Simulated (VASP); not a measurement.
Set up this calculation in VASP 6.6.1, as the native input.

| Property | Result |
| --- | --- |
| Task | single point |
| Functional | LDA |
| Potentials or basis | VASP PAW LDA potentials, release 64 (Nb_sv, Ga_d, Se) |
| Cutoff | 520 eV |
| k mesh | 6 × 6 × 6 |
| Occupations | gaussian, width 0.1 eV |
| Spin | no spin polarisation |
| Dipole correction | no |
| Further INCAR settings | ALGO = Normal; EDIFF = 1e-06; NBANDS = 68 |

The structure of Nb4GaSe8 lies in POSCAR:

```
Nb4GaSe8
1.0
    0.0000000000      5.1396876255      5.1396876255
    5.1396876255      0.0000000000      5.1396876255
    5.1396876255      5.1396876255      0.0000000000
Nb Ga Se
4 1 8
Direct
    0.3967726087      0.3967726087      0.3967726087
    0.8096821740      0.3967726087      0.3967726087
    0.3967726087      0.3967726087      0.8096821740
    0.3967726087      0.8096821740      0.3967726087
    0.0000000000      0.0000000000      0.0000000000
    0.6364678000      0.6364678000      0.6364678000
    0.0905966001      0.6364678000      0.6364678000
    0.6364678000      0.6364678000      0.0905966001
    0.6364678000      0.0905966001      0.6364678000
    0.1350979594      0.1350979594      0.1350979594
    0.5947061218      0.1350979594      0.1350979594
    0.1350979594      0.1350979594      0.5947061218
    0.1350979594      0.5947061218      0.1350979594
```

These files were run (other wordings do the same):

INCAR

```
SYSTEM = Nb4GaSe8
ALGO     = Normal         ! electronic algorithm
EDIFF    = 1E-6           ! SCF threshold, eV
ENCUT    = 520            ! plane-wave cutoff, eV
ISIF     = 2              ! what is computed and relaxed
ISMEAR   = 0              ! smearing method
LASPH    = .TRUE.         ! aspherical terms in the spheres
LCHARG   = .FALSE.        ! write CHGCAR
LREAL    = .FALSE.        ! projectors in reciprocal space
LWAVE    = .FALSE.        ! write WAVECAR
NBANDS   = 68             ! bands
NELM     = 100            ! most SCF steps
PREC     = Accurate       ! precision mode
SIGMA    = 0.1            ! smearing width, eV
```

KPOINTS

```
k-points
0
G
  6 6 6
  0 0 0
```

Potentials or basis: VASP PAW LDA potentials, release 64 (Nb_sv, Ga_d, Se).

The run is started by

```console
$ cat potpaw_LDA.64/Nb_sv/POTCAR potpaw_LDA.64/Ga_d/POTCAR potpaw_LDA.64/Se/POTCAR > POTCAR
$ mpirun -np 1 vasp_std > vasp.out
```

It gave:

The pressure is 0.2 GPa and the largest force is 0.027 eV/Å. The band gap on the k mesh is zero (an odd number of electrons rules out a gap without spin polarisation).

Wall time 12 min on 1 thread of AMD EPYC 7R13 (shared host), peak memory 0.43 GiB.
